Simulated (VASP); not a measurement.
Input of a VASP 6.6.1 run:

Contents of INCAR:

```
PREC = Accurate
ENCUT = 520
EDIFF = 1E-7
ISMEAR = 0
SIGMA = 0.15
LREAL = False
LASPH = True
NELM = 80
ALGO = Normal
ISIF = 2
LWAVE = False
LCHARG = False
GGA = PE
NBANDS = 16
```

Contents of KPOINTS:

```
regular mesh
0
Gamma
  16 16 16
```

Contents of POSCAR:

```
CoSi2
1.0
    0.0000000000      2.6129405832      2.6129405832
    2.6129405832      0.0000000000      2.6129405832
    2.6129405832      2.6129405832      0.0000000000
Co Si
1 2
Direct
    0.0000000000      0.0000000000      0.0000000000
    0.2500000000      0.2500000000      0.2500000000
    0.7500000000      0.7500000000      0.7500000000
```

Potentials or basis: VASP PAW PBE potentials, release 64 (Co, Si).

Run with:

```sh
$ cat potpaw_PBE.64/Co/POTCAR potpaw_PBE.64/Si/POTCAR > POTCAR
$ mpirun -np 1 vasp_std > vasp.out
```

**Question.** Predict the pressure.

**Answer.** 16.0 GPa.

Caveat: the cell differs from its parent crystal (strain -0.025 along x and y, -0.025 along z). Spin polarisation is off, so any magnetic state and its effect on volume and gap are missing.
